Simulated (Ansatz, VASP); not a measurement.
## One calculation of P, two programs

```
P
1.0
    -1.15021    1.15021    3.73372
     1.15021   -1.15021    3.73372
     1.15021    1.15021   -3.73372
P
1
Cartesian
  0.0000 0.0000 0.0000
```

Alike in both runs: task relaxation of cell and atoms; functional PBE; k mesh 10 × 10 × 10; occupations gaussian, width 0.1 eV; no spin polarisation.

|  | VASP | Ansatz |
| --- | --- | --- |
| version | VASP 6.6.1 | Ansatz 0.2.0 |
| potentials or method | VASP PAW PBE potentials, release 64 (P), cutoff 600 eV | scalar-relativistic, plane waves, PAW |
| valence electrons in the cell | 5 | 5 |

```csv
,VASP,Ansatz,Ansatz less VASP
"gap on the k mesh at the Fermi level, each at its own relaxed structure (eV)",none,none,-
relaxed volume (Å³/atom),21.74,21.14,-0.598
relaxed cell length with the largest relative difference (Å),4.377,4.276,-0.1015
```

A gap of «none» marks a metal or a gap that the smearing closes.

The k mesh is coarse, so the values compare programs but aren't converged.
